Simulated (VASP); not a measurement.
# Sb (I4/mmm) in VASP: further runs

Sb is run at these levels: PBEsol; tasks: single point.

Program: VASP 6.6.1. These are calculated values, not measurements. Logs are shortened: lines on timing, memory, paths and dates and some standing lists are left out, and cuts for length are marked.

### Step 1. The cell of the first run

It takes space group I4/mmm (No. 139, tetragonal). The conventional cell has a = 3.743 Å, b = 3.743 Å, c = 3.630 Å, α = 90.00°, β = 90.00°, γ = 90.00°. Within 4.2 Å of Sb (site symmetry 4/mmm) lie 14 Sb at 3.21 to 3.74 Å.

### Step 2. Single point, PBEsol (strain -0.0300 x Voigt [1, 0, 0, 0, 0, 0])

File INCAR:

```
SYSTEM = Sb
ALGO = Normal
EDIFF = 1E-7
ENCUT = 520
GGA = PS
ISIF = 2
ISMEAR = 0
LASPH = .True.
LCHARG = .False.
LREAL = .False.
LWAVE = .False.
NBANDS = 8
NELM = 60
PREC = Accurate
SIGMA = 0.15
```

File KPOINTS:

```
k-points
0
Gamma
  18 18 18
  0 0 0
```

File POSCAR:

```
Sb
1.0
   -1.8152006597      1.8713408863      1.8713408863
    1.8152006597     -1.8713408863      1.8713408863
    1.8152006597      1.8713408863     -1.8713408863
Sb
1
Direct
    0.0000000000      0.0000000000      0.0000000000
```

Potentials or basis: VASP PAW PBE potentials, release 64 (Sb).

Run with:

```console
cat potpaw_PBE.64/Sb/POTCAR > POTCAR
mpirun -np 1 vasp_std > vasp.out
```

OUTCAR:

```text
SYSTEM = Sb
   EDIFF = 1E-7
   ENCUT = 520
   GGA = PS
   ISIF = 2
   ISMEAR = 0
   LASPH = .True.
   LREAL = .False.
   NELM = 60
   PREC = Accurate

 ion  position               nearest neighbor table
   1  0.000  0.000  0.000-

  LATTYP: Found a body centered tetragonal cell.
 ALAT       =     3.7426817726
 C/A-ratio  =     0.9700000000

  Lattice vectors:

 A1 = (  -1.8152006597,   1.8713408863,  -1.8713408863)
 A2 = (  -1.8152006597,  -1.8713408863,   1.8713408863)
 A3 = (   1.8152006597,   1.8713408863,   1.8713408863)

Analysis of symmetry for initial positions (statically):
=====================================================================
 Subroutine PRICEL returns:
 Original cell was already a primitive cell.

 Routine SETGRP: Setting up the symmetry group for a
 body centered tetragonal supercell.

 Subroutine GETGRP returns: Found 16 space group operations
 (whereof 16 operations were pure point group operations)
 out of a pool of 16 trial point group operations.

The static configuration has the point symmetry D_4h.

Analysis of symmetry for dynamics (positions and initial velocities):
=====================================================================
 Subroutine PRICEL returns:
 Original cell was already a primitive cell.

 Routine SETGRP: Setting up the symmetry group for a
 body centered tetragonal supercell.

 Subroutine GETGRP returns: Found 16 space group operations
 (whereof 16 operations were pure point group operations)
 out of a pool of 16 trial point group operations.

The dynamic configuration has the point symmetry D_4h.

 Subroutine INISYM returns: Found 16 space group operations
 (whereof 16 operations are pure point group operations),
 and found     1 'primitive' translations

----------------------------------------------------------------------------------------

                                     Primitive cell

  volume of cell :      25.4267

  direct lattice vectors                    reciprocal lattice vectors
    -1.815200660  1.871340886  1.871340886     0.000000000  0.267188092  0.267188092
     1.815200660 -1.871340886  1.871340886     0.275451641  0.000000000  0.267188092
     1.815200660  1.871340886 -1.871340886     0.275451641  0.267188092  0.000000000

  length of vectors
     3.209172301  3.209172301  3.209172301     0.377861023  0.383748723  0.383748723

  position of ions in fractional coordinates (direct lattice)
     0.000000000  0.000000000  0.000000000

  ion indices of the primitive-cell ions
   primitive index   ion index
                 1           1

----------------------------------------------------------------------------------------

 KPOINTS: k-points

Automatic generation of k-mesh.
 Grid dimensions read from file:
 generate k-points for:   18   18   18

 Generating k-lattice:

  Cartesian coordinates                     Fractional coordinates (reciprocal lattice)
     0.000000000  0.014843783  0.014843783     0.055555556  0.000000000  0.000000000
     0.015302869  0.000000000  0.014843783     0.000000000  0.055555556 -0.000000000
     0.015302869  0.014843783  0.000000000     0.000000000 -0.000000000  0.055555556

  Length of vectors
     0.020992279  0.021319374  0.021319374

  Shift w.r.t. Gamma in fractional coordinates (k-lattice)
     0.000000000  0.000000000  0.000000000

 Subroutine IBZKPT returns following result:
 ===========================================

 Found    480 irreducible k-points:

 Following reciprocal coordinates:
            Coordinates               Weight
  0.000000  0.000000  0.000000      1.000000
  0.055556  0.000000  0.000000      4.000000
  0.111111  0.000000  0.000000      4.000000
  0.166667  0.000000  0.000000      4.000000
  0.222222  0.000000  0.000000      4.000000
  0.277778  0.000000  0.000000      4.000000
[... 16 lines left out ...]
  0.166667  0.111111 -0.000000     16.000000
  0.222222  0.111111 -0.000000     16.000000
 [... further k-points ...]
   k-points           NKPTS =    480   k-points in BZ     NKDIM =    480   number of bands    NBANDS=      8
   number of dos      NEDOS =    301   number of ions     NIONS =      1
   total plane-waves  NPLWV =  13824
   dimension x,y,z NGX =    24 NGY =   24 NGZ =   24
   dimension x,y,z NGXF=    48 NGYF=   48 NGZF=   48
   ions per type =               1
   NGX,Y,Z   is equivalent  to a cutoff of  12.43, 12.43, 12.43 a.u.
   NGXF,Y,Z  is equivalent  to a cutoff of  24.87, 24.87, 24.87 a.u.
 SYSTEM =  Sb
   PREC   = accura    normal or accurate (medium, high low for compatibility)
   ISTART =      0    job   : 0-new  1-cont  2-samecut
   ICHARG =      2    charge: 1-file 2-atom 10-const
   ISPIN  =      1    spin polarized calculation?
   LNONCOLLINEAR =      F non collinear calculations
   LSORBIT =      F    spin-orbit coupling
   LASPH  =      T    aspherical Exc in radial PAW
   ENCUT  =  520.0 eV  38.22 Ry    6.18 a.u.   5.97  5.97  5.97*2*pi/ulx,y,z
   NELM   =     60;   NELMIN=  2; NELMDL= -5     # of ELM steps
   EDIFF  = 0.1E-06   stopping-criterion for ELM
   LREAL  =      F    real-space projection
   EDIFFG = 0.1E-05   stopping-criterion for IOM
   NSW    =      0    number of steps for IOM
   IBRION =     -1    ionic relax: 0-MD 1-quasi-New 2-CG
   NFREE  =      0    steps in history (QN), initial steepest desc. (CG)
   ISIF   =      2    stress and relaxation
   ISYM   =      2    0-nonsym 1-usesym 2-fastsym
   POTIM  = 0.5000    time-step for ionic-motion
   TEBEG  =    0.0;   TEEND  =   0.0 temperature during run
   PSTRESS=    0.0 pullay stress
   NELECT =       5.0000    total number of electrons
   NUPDOWN=      -1.0000    fix difference up-down
   EMIN   =  10.00;   EMAX   =-10.00  energy-range for DOS
   EFERMI =   0.00;   METHOD = LEGACY
   ISMEAR =     0;   SIGMA  =   0.15  broadening in eV -4-tet -1-fermi 0-gaus
   EFERMI_NEDOS =   21; number of points for ismear=-14 and -15
   IALGO  =     38    algorithm
   IMIX   =      4    mixing-type and parameters
     AMIX     =   0.40;   BMIX     =  1.00
     AMIX_MAG =   1.60;   BMIX_MAG =  1.00
  volume/ion in A,a.u.               =      25.43       171.59
  Fermi-wavevector in a.u.,A,eV,Ry     =   0.951995  1.799010 12.330886  0.906295
  Thomas-Fermi vector in A             =   2.080517
   LORBIT       =      0    0 simple, 1 ext, 2 COOP (PROOUT), +10 PAW based schemes
   GGA     = PS    functional components
   LHFCALC =     F    Hartree Fock is set to
   AEXX    =    0.0000 exact exchange contribution
   IVDW    =     0    specifies the selected vdW correction
   LEPSILON=     F    determine dielectric tensor
   LRPA    =     F    only Hartree local field effects (RPA)
 non-spin polarized calculation
 Gauss-broadening in eV      SIGMA  =   0.15
  energy-cutoff  :      520.00
  volume of cell :       25.43
 maximum number of plane-waves:       698
   NGX = 11   NGY = 11   NGZ = 11

 number of electron       5.0000000 magnetization

 Free energy of the ion-electron system (eV)
  ---------------------------------------------------
  ext. energy  EPLUGINS =         0.00000000
  ---------------------------------------------------
  free energy    TOTEN  =        -4.38623029 eV

  energy without entropy =       -4.37973527  energy(sigma->0) =       -4.38298278

 E-fermi :   9.0696     XC(G=0): -10.5803

 val. band max:        9.0588429037   @ k =   0.3333  -0.2778   0.2222
 cond. band min:       9.0747338996   @ k =  -0.3333   0.3333   0.2778
 fundamental gap:      0.0158909959
 Fermi energy:         9.0695888666

 k-point     1 :       0.0000    0.0000    0.0000
  band No.  band energies     occupation
      1      -4.2509      2.00000
      2      14.9488      0.00000
      3      14.9488      0.00000
      4      15.1296      0.00000
      5      19.5582      0.00000
      6      20.0733      0.00000
      7      20.0733      0.00000
      8      20.8065      0.00000

 k-point     2 :       0.0556    0.0000    0.0000
  band No.  band energies     occupation
      1      -4.1840      2.00000
      2      14.3385      0.00000
      3      14.8928      0.00000
      4      14.9069      0.00000
      5      19.2681      0.00000
      6      19.5913      0.00000
      7      20.3768      0.00000
      8      20.4302      0.00000

 k-point     3 :       0.1111    0.0000    0.0000
  band No.  band energies     occupation
      1      -3.9836      2.00000
      2      12.9209      0.00000
      3      14.3203      0.00000
      4      14.7787      0.00000
      5      18.5609      0.00000
      6      18.8817      0.00000
      7      20.1540      0.00000
      8      20.5413      0.00000

 k-point     4 :       0.1667    0.0000    0.0000
  band No.  band energies     occupation
      1      -3.6507      2.00000
      2      11.2141      0.00000
      3      13.6252      0.00000
      4      14.5665      0.00000
      5      17.8701      0.00000
      6      18.2333      0.00000
      7      20.0102      0.00000
      8      20.8122      0.00000

 k-point     5 :       0.2222    0.0000    0.0000
  band No.  band energies     occupation
      1      -3.1878      2.00000
      2       9.4565      0.00026
      3      12.9369      0.00000
      4      14.2932      0.00000
      5      17.2821      0.00000
      6      17.6786      0.00000
      7      20.1171      0.00000
      8      21.1620      0.00000

 k-point     6 :       0.2778    0.0000    0.0000
  band No.  band energies     occupation
      1      -2.6001      2.00000
      2       7.7501      2.00000
      3      12.3221      0.00000
      4      13.9997      0.00000
      5      16.8057      0.00000
      6      17.2237      0.00000
      7      20.4497      0.00000
      8      21.5953      0.00000

 k-point     7 :       0.3333    0.0000    0.0000
  band No.  band energies     occupation
      1      -1.9000      2.00000
      2       6.1520      2.00000
      3      11.8172      0.00000
      4      13.7288      0.00000
      5      16.4398      0.00000
      6      16.8700      0.00000
      7      20.9636      0.00000
      8      22.1200      0.00000

 k-point     8 :       0.3889    0.0000    0.0000
  band No.  band energies     occupation
      1      -1.1200      2.00000
      2       4.7182      2.00000
      3      11.4438      0.00000
      4      13.5139      0.00000
      5      16.1814      0.00000
      6      16.6177      0.00000
      7      21.6045      0.00000
      8      22.7407      0.00000

 k-point     9 :       0.4444    0.0000    0.0000
  band No.  band energies     occupation
      1      -0.3643      2.00000
      2       3.5659      2.00000
      3      11.2150      0.00000
      4      13.3771      0.00000
      5      16.0276      0.00000
      6      16.4665      0.00000
      7      22.2787      0.00000
      8      23.4587      0.00000

 k-point    10 :       0.5000    0.0000    0.0000
  band No.  band energies     occupation
      1       0.0173      2.00000
      2       3.0514      2.00000
      3      11.1379      0.00000
      4      13.3302      0.00000
      5      15.9767      0.00000
      6      16.4161      0.00000
      7      22.6610      0.00000
      8      24.2632      0.00000
[... 78 lines left out ...]
 k-point    18 :       0.3889    0.0556    0.0000
  band No.  band energies     occupation
      1      -0.6795      2.00000
      2       4.1424      2.00000
      3      10.9427      0.00000
      4      13.0477      0.00000
      5      16.3704      0.00000
      6      17.1256      0.00000
      7      21.4991      0.00000
      8      23.5835      0.00000

 k-point    19 :       0.4444    0.0556   -0.0000
  band No.  band energies     occupation
      1      -0.0465      2.00000
      2       3.2465      2.00000
      3      10.7893      0.00000
      4      12.9505      0.00000
      5      16.2690      0.00000
      6      17.0363      0.00000
      7      22.1605      0.00000
      8      23.5840      0.00000

 k-point    20 :       0.0000    0.1111   -0.0000
  band No.  band energies     occupation
      1      -3.9747      2.00000
      2      13.1508      0.00000
      3      14.0837      0.00000
      4      14.7305      0.00000
      5      18.4725      0.00000
      6      18.5116      0.00000
      7      20.3495      0.00000
      8      20.9151      0.00000

 k-point    21 :       0.0556    0.1111   -0.0000
  band No.  band energies     occupation
      1      -3.7748      2.00000
      2      12.1819      0.00000
      3      13.5114      0.00000
      4      14.3648      0.00000
      5      18.1385      0.00000
      6      18.4385      0.00000
      7      20.1444      0.00000
      8      21.3194      0.00000

 k-point    22 :       0.1111    0.1111   -0.0000
  band No.  band energies     occupation
      1      -3.4428      2.00000
      2      10.9003      0.00000
      3      12.5895      0.00000
      4      13.9505      0.00000
      5      17.9525      0.00000
      6      18.3976      0.00000
      7      20.2306      0.00000
      8      21.4390      0.00000

 k-point    23 :       0.1667    0.1111   -0.0000
  band No.  band energies     occupation
      1      -2.9814      2.00000
      2       9.3935      0.00226
      3      11.7145      0.00000
      4      13.5661      0.00000
      5      17.7775      0.00000
      6      18.2652      0.00000
      7      20.2522      0.00000
      8      22.0577      0.00000

 k-point    24 :       0.2222    0.1111   -0.0000
  band No.  band energies     occupation
      1      -2.3964      2.00000
      2       7.8151      2.00000
      3      11.0088      0.00000
      4      13.2001      0.00000
      5      17.4556      0.00000
      6      18.3548      0.00000
      7      20.1318      0.00000
      8      22.9436      0.00000

 [... further k-points ...]
[... 5 lines left out ...]
  --------------------------------------------------------------------------------------
  -------------------------------------------------------------------------------------
  Total        0.4064851      0.1613383      0.1613383      0.0000000      0.0000000     -0.0000000
  in kB       25.6132555     10.1661746     10.1661746      0.0000000      0.0000000     -0.0000000
  external PRESSURE =      15.3152016 kB  Pullay stress =       0.0000000 kB

 VOLUME and BASIS-vectors are now :
 -----------------------------------------------------------------------------
  energy-cutoff  :      520.00
  volume of cell :       25.43
      direct lattice vectors                 reciprocal lattice vectors
    -1.815200660  1.871340886  1.871340886     0.000000000  0.267188092  0.267188092
     1.815200660 -1.871340886  1.871340886     0.275451641  0.000000000  0.267188092
     1.815200660  1.871340886 -1.871340886     0.275451641  0.267188092  0.000000000

 POSITION                                       TOTAL-FORCE (eV/Angst)
 -----------------------------------------------------------------------------------
      0.00000      0.00000      0.00000        -0.000000     -0.000000      0.000000
 -----------------------------------------------------------------------------------
    total drift:                                0.000000      0.000000      0.000000

  FREE ENERGIE OF THE ION-ELECTRON SYSTEM (eV)
  ---------------------------------------------------
  free  energy   TOTEN  =        -4.3862302931 eV

  energy  without entropy=       -4.3797352686  energy(sigma->0) =       -4.38298278
```

Run time: 26 s. Hardware: 1 thread of Intel Xeon Platinum 8488C (Sapphire Rapids), shared host; peak memory 0.21 GiB.

Results:

- Free energy: -4.3862 eV
- Pressure: 1.5 GPa

Caveat: the cell differs from its parent crystal (strain -0.0300 x Voigt [1, 0, 0, 0, 0, 0]); the PAW data sets were made with another functional, which shifts forces and pressure a little; spin-orbit coupling is left out, which moves the levels of the heavy elements.

(Part 1 of 3 ends here.)
